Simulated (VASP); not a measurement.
Runs of VASP 6.6.1 on Cr. The structure is that of space group Im-3m (No. 229), or close to it. The cells are those of the table. 

```tsv
cell	gap on the mesh (eV)	pressure (GPa)
a = 2.498 Å, angles 109.5°, 1 atom	none	-9.3
a = 2.433 Å, angles 109.5°, 1 atom	none	11.2
a = 2.450 Å, angles 109.5°, 1 atom	none	4.9
a = 2.467 Å, angles 109.5°, 1 atom	none	-0.5
a = 2.447 Å, angles 109.5°, 1 atom	none	(b)
a = 2.483 Å, angles 109.5°, 1 atom	none	(a)
a = 2.499 Å, angles 109.5°, 1 atom	none	-9.7
```

Alike in all rows: task single point; level PBE; potentials or basis VASP PAW PBE potentials, release 64 (Cr_pv); no spin polarisation; k mesh 22 × 22 × 22; cutoff (eV) 520; smearing gaussian 0.05 eV.

Problem. Fill in the values left out.

Solution. (a) -5.1; (b) 6.2.

Caveats: the run has no spin polarisation, though such a crystal can be magnetic.

A gap of «none» marks levels without a gap at the run's occupations.
